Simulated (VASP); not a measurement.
A run of VASP 6.6.1 is set up as follows.

Contents of INCAR:

```
PREC     = Accurate       # precision mode
ENCUT    = 500            # plane-wave cutoff, eV
EDIFF    = 1E-6           # SCF threshold, eV
ISMEAR   = 0              # smearing method
SIGMA    = 0.2            # smearing width, eV
LREAL    = F              # projectors in reciprocal space
LASPH    = T              # aspherical terms in the spheres
NELM     = 120            # most SCF steps
ALGO     = Normal         # electronic algorithm
ISIF     = 2              # what is computed and relaxed
LWAVE    = F              # write WAVECAR
LCHARG   = F              # write CHGCAR
GGA      = PE             # functional
NBANDS   = 94             # bands
GGA_COMPAT= F
```

File KPOINTS:

```
Automatic mesh
0
Gamma
  6 4 4
```

The input POSCAR:

```
TiGeRu4
1.0
    0.0000000000     -3.8678040753      0.0000000000
   -5.6726415949      0.0000000000      0.0000000000
    0.0000000000      0.0000000000     -7.8675305769
Ti Ge Ru
2 2 8
Direct
    0.0000000000      1.0000000000      1.0000000000
    1.0000000000      0.5000000000      1.0000000000
    0.5000000000      0.7500000000      0.5000000000
    0.5000000000      0.2500000000      0.5000000000
    1.0000000000      0.5000000000      0.6698121215
    0.0000000000      1.0000000000      0.6698121215
    1.0000000000      0.5000000000      0.3301878785
    1.0000000000      0.0000000000      0.3301878785
    0.5000000000      0.7500000000      0.8232915679
    0.5000000000      0.2500000000      0.8232915679
    0.5000000000      0.7500000000      0.1767084321
    0.5000000000      0.2500000000      0.1767084321
```

Potentials or basis: VASP PAW PBE potentials, release 64 (Ti_sv, Ge_d, Ru_pv).

The run is started by

```bash
$ cat potpaw_PBE.64/Ti_sv/POTCAR potpaw_PBE.64/Ge_d/POTCAR potpaw_PBE.64/Ru_pv/POTCAR > POTCAR
$ mpirun -np 1 vasp_std > vasp.out
```

Q: Predict the largest force.

A: 0.055 eV/Å.

Q: Estimate the pressure.

A: 0.1 GPa.

Q: Predict the band gap on the k mesh.

A: Zero (band 82 reaches 11.60 eV, above the bottom of band 83 at 10.89 eV).

Stress tensor (GPa, compression positive):
```
-0.01  0.00  0.00
 0.00  0.00  0.00
 0.00  0.00  0.44
```
